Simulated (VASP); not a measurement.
Runs of VASP 6.6.1 on Si2Mo. The structure is that of space group I4/mmm (No. 139), or close to it. The cells are those of the table. 

```tsv
task	cell	gap on the mesh (eV)	pressure (GPa)	largest force (eV/Å)
single point	a = 4.530, b = 4.530, c = 4.513 Å, angles 138.6, 138.6, 59.6°, 3 atoms	none	2.5	0.28
electric field gradients	a = 4.505 Å, angles 138.7, 138.7, 59.9°, 3 atoms	none	7.0	0.25
electric field gradients	a = 4.502 Å, angles 139.7, 139.7, 58.4°, 3 atoms	none	(a)	0.16
electric field gradients	a = 4.443 Å, angles 138.7, 138.7, 59.9°, 3 atoms	none	(b)	0.17
electric field gradients	a = 4.513 Å, angles 139.3, 139.3, 58.9°, 3 atoms	none	11.7	0.20
```

Alike in all rows: level PBE; potentials or basis VASP PAW PBE potentials, release 64 (Si, Mo_sv); no spin polarisation; k mesh 12 × 12 × 16; cutoff (eV) 520; smearing fermi-dirac 0.03 eV.

**Question.** Fill in the values left out.

**Answer.** (a) 17.1; (b) 17.9.

Caveats: the cell stands under pressure (at least some runs); the stress differs along the axes, from 9 to 21 GPa (at least some runs); the stress differs along the axes, from 6 to 15 GPa (at least some runs).

A k mesh can miss the band edges, and the runs leave out spin-orbit coupling on Mo.

A gap of «none» marks levels without a gap at the run's occupations.
